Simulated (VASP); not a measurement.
# BiAs2O2 (I4/mmm) in VASP: notebook, part 2 of 2

VASP 6.6.1. Earlier steps stand in the parts before.

## 4. Relaxation of cell and atoms, PBE

This run uses another cell than the first one, of 17.14 Å³/atom.

The input, INCAR:

```
SYSTEM = BiAs2O2
PREC = Accurate
ENCUT = 600
EDIFF = 1E-6
ISMEAR = 0
SIGMA = 0.1
LREAL = .FALSE.
LASPH = .TRUE.
NELM = 100
ALGO = Normal
ISIF = 3
LWAVE = .FALSE.
LCHARG = .FALSE.
GGA = PE
IBRION = 2
NSW = 90
EDIFFG = -0.04
```

The input, KPOINTS:

```
regular mesh
0
G
  6 6 6
  0 0 0
```

The input, POSCAR:

```
BiAs2O2
1.0
   -2.0136392906      2.0136392906      5.2833110100
    2.0136392906     -2.0136392906      5.2833110100
    2.0136392906      2.0136392906     -5.2833110100
Bi As O
1 2 2
Direct
    0.0000000000      0.0000000000      0.0000000000
    0.2500000000      0.7500000000      0.5000000000
    0.7500000000      0.2500000000      0.5000000000
    0.6260000000      0.6260000000      0.0000000000
    0.3740000000      0.3740000000      0.0000000000
```

Potentials or basis: VASP PAW PBE potentials, release 64 (Bi_d, As, O).

Command:

```sh
cat potpaw_PBE.64/Bi_d/POTCAR potpaw_PBE.64/As/POTCAR potpaw_PBE.64/O/POTCAR > POTCAR
mpirun -np 1 vasp_std > vasp.out
```

OUTCAR:

```text
SYSTEM = BiAs2O2
   PREC = Accurate
   ENCUT = 600
   EDIFF = 1E-6
   ISMEAR = 0
   LREAL = .FALSE.
   LASPH = .TRUE.
   NELM = 100
   ISIF = 3
   GGA = PE
   IBRION = 2
   NSW = 90
   EDIFFG = -0.04

 ion  position               nearest neighbor table
   1  0.000  0.000  0.000-   3 3.32   2 3.32   3 3.32   2 3.32   2 3.32   3 3.32   2 3.32   3 3.32

   2  0.250  0.750  0.500-   5 2.40   4 2.40   5 2.40   4 2.40   3 2.85   3 2.85   3 2.85   3 2.85
                             1 3.32   1 3.32   1 3.32   1 3.32
   3  0.750  0.250  0.500-   5 2.40   4 2.40   5 2.40   4 2.40   2 2.85   2 2.85   2 2.85   2 2.85
                             1 3.32   1 3.32   1 3.32   1 3.32
   4  0.626  0.626  0.000-   2 2.40   3 2.40   2 2.40   3 2.40
   5  0.374  0.374  0.000-   2 2.40   3 2.40   2 2.40   3 2.40

  LATTYP: Found a body centered tetragonal cell.
 ALAT       =     4.0272785812
 C/A-ratio  =     2.6237623762

  Lattice vectors:

 A1 = (  -2.0136392906,   2.0136392906,   5.2833110100)
 A2 = (   2.0136392906,  -2.0136392906,   5.2833110100)
 A3 = (   2.0136392906,   2.0136392906,  -5.2833110100)

Analysis of symmetry for initial positions (statically):
[... 173 lines left out ...]

 Free energy of the ion-electron system (eV)
  ---------------------------------------------------
  ext. energy  EPLUGINS =         0.00000000
  ---------------------------------------------------
  free energy    TOTEN  =       -21.06688909 eV

  energy without entropy =      -21.04152653  energy(sigma->0) =      -21.05420781

------------------------ aborting loop because EDIFF is reached ----------------------------------------

  FORCE on cell =-STRESS in cart. coord.  units (eV):
  Direction    XX          YY          ZZ          XY          YZ          ZX
  --------------------------------------------------------------------------------------
  -------------------------------------------------------------------------------------
  Total       -0.0060007     -0.0060007     -1.5271671      0.0000000      0.0000000      0.0000000
  in kB       -0.1121974     -0.1121974    -28.5540432      0.0000000      0.0000000      0.0000000
  external PRESSURE =      -9.5928127 kB  Pullay stress =       0.0000000 kB
[... 708 lines left out ...]
     21       8.5543      0.00000
     22       9.3552      0.00000

 [... further k-points ...]

[... ionic steps 4 to 29 ...]

--------------------------------------- Ionic step       30  -------------------------------------------

 number of electron      37.0000001 magnetization

------------------------ aborting loop because EDIFF is reached ----------------------------------------
[... 682 lines left out ...]
--------------------------------------- Ionic step       32  -------------------------------------------

 number of electron      36.9999999 magnetization

 Free energy of the ion-electron system (eV)
  ---------------------------------------------------
  ext. energy  EPLUGINS =         0.00000000
  ---------------------------------------------------
  free energy    TOTEN  =       -23.41274423 eV

  energy without entropy =      -23.39500181  energy(sigma->0) =      -23.40387302

 E-fermi :   5.2181     XC(G=0):  -9.7208

 val. band max:        5.1698286852   @ k =  -0.3333   0.1667  -0.0000
 cond. band min:       5.2481885479   @ k =   0.5000   0.1667   0.0000
 fundamental gap:      0.0783598627
 Fermi energy:         5.2180604348
[... 632 lines left out ...]
  FREE ENERGIE OF THE ION-ELECTRON SYSTEM (eV)
  ---------------------------------------------------
  free  energy   TOTEN  =       -23.4127442307 eV

  energy  without entropy=      -23.3950018112  energy(sigma->0) =      -23.40387302

 reached required accuracy - stopping structural energy minimisation
```

OSZICAR:

```text
N       E                     dE             d eps       ncg     rms          rms(c)
DAV:   1     0.361701364373E+03    0.36170E+03   -0.19470E+04  1320   0.190E+03
DAV:   2     0.215900288925E+02   -0.34011E+03   -0.33255E+03  1412   0.465E+02
DAV:   3    -0.231678680293E+02   -0.44758E+02   -0.43579E+02  1760   0.153E+02
DAV:   4    -0.254106915588E+02   -0.22428E+01   -0.21591E+01  1548   0.323E+01
[... 336 lines left out ...]
DAV:   4    -0.234127549836E+02    0.48345E-03   -0.21586E-03  1850   0.468E-01    0.424E-02
DAV:   5    -0.234127502266E+02    0.47569E-05   -0.16706E-04  1548   0.944E-02    0.238E-02
DAV:   6    -0.234127454658E+02    0.47609E-05   -0.13920E-05  1520   0.304E-02    0.103E-02
DAV:   7    -0.234127438732E+02    0.15925E-05   -0.54181E-06  1496   0.227E-02    0.217E-03
DAV:   8    -0.234127442307E+02   -0.35744E-06   -0.80159E-07   804   0.943E-03
  32 F= -.23412744E+02 E0= -.23403873E+02  d E =-.177429E-02
```

CONTCAR:

```text
BiAs2O2
   1.00000000000000
    -2.2446905177546408    2.2446905177546408    4.8809683019391077
     2.2446905177546408   -2.2446905177546408    4.8809683019391077
     2.2446905177546408    2.2446905177546408   -4.8809683019391077
  Bi              As              O
     1     2     2
Direct
     0.0000000000000000    0.0000000000000000    0.0000000000000000
     0.2500000000000000    0.7500000000000000    0.5000000000000000
     0.7500000000000000    0.2500000000000000    0.5000000000000000
     0.7477736643385647    0.7477736643385647    0.0000000000000000
     0.2522263356614353    0.2522263356614353    1.0000000000000000

  0.00000000E+00  0.00000000E+00  0.00000000E+00
  0.00000000E+00  0.00000000E+00  0.00000000E+00
  0.00000000E+00  0.00000000E+00  0.00000000E+00
  0.00000000E+00  0.00000000E+00  0.00000000E+00
  0.00000000E+00  0.00000000E+00  0.00000000E+00
```

Run time: 55 min. Hardware: 1 thread of Oxide Virtual Turin-like, shared host; peak memory 0.36 GiB.

Results:

* Free energy: -23.4127 eV
* Relaxed volume: 19.67 Å³/atom
* Relaxed cell: a = 5.822 Å, b = 5.822 Å, c = 5.822 Å, α = 134.65°, β = 134.65°, γ = 66.08°
* Space group after relaxing (to 0.1 Å): I4/mmm (No. 139)
* Energy gained by relaxing: 469.2 meV/atom
* Ionic steps: 32
* Pressure after relaxing: -0.2 GPa
* Band gap on the k mesh: zero (an odd number of electrons rules out a gap without spin polarisation)

Step by step:
```tsv
step	energy change (eV)	largest force (eV/Å)	pressure (GPa)	volume (Å³)
1	0.0000	0.8663	-0.96	85.69
2	-0.1164	1.2772	0.98	84.42
3	-0.5981	1.5153	6.87	80.60
4	-0.6818	0.2698	23.89	72.98
5	-0.8349	0.6892	14.69	76.49
6	-0.8380	0.5729	15.83	75.98
7	-0.8485	0.5487	15.93	75.95
8	-0.8779	0.4759	16.27	75.84
9	-0.9273	0.3131	16.98	75.62
10	-0.9793	0.0575	18.53	75.16
11	-1.0415	0.0317	17.46	75.64
12	-1.2078	0.0450	14.41	77.10
13	-1.4575	0.2051	9.09	80.07
14	-1.6853	0.5392	0.73	86.19
15	-1.6951	0.6162	-0.83	87.62
16	-1.6954	0.6308	-1.08	87.88
17	-1.7030	0.6295	-1.07	87.92
18	-1.7267	0.6433	-1.04	88.04
19	-1.7800	0.7076	-0.91	88.27
20	-1.9080	0.7937	-0.75	88.72
21	-2.1521	0.5353	-0.04	89.58
22	-1.6584	2.0588	6.29	91.07
23	-2.1839	0.3627	0.14	89.83
24	-2.1945	0.0921	0.73	90.09
25	-2.2409	0.0564	0.31	92.03
26	-2.3105	0.1557	-0.69	97.86
27	-2.3187	0.1235	1.87	96.09
28	-2.3427	0.0155	0.54	96.93
29	-2.3411	0.1448	-0.82	98.71
30	-2.3441	0.0698	-0.03	97.64
31	-2.3449	0.0524	-0.06	97.82
32	-2.3459	0.0012	-0.16	98.37
```

Final structure:
```
CELL_PARAMETERS angstrom
-2.24469 2.24469 4.88097
2.24469 -2.24469 4.88097
2.24469 2.24469 -4.88097
ATOMIC_POSITIONS crystal
Bi 0.00000 0.00000 0.00000
As 0.25000 0.75000 0.50000
As 0.75000 0.25000 0.50000
O 0.74777 0.74777 0.00000
O 0.25223 0.25223 0.00000
```

Caveat: spin-orbit coupling is left out, which moves the levels of the heavy elements; an odd number of electrons without spin polarisation forces a metal; a magnetic or distorted state may lie lower.

The gap in the log of VASP goes by the Fermi energy; the results here count the filled bands.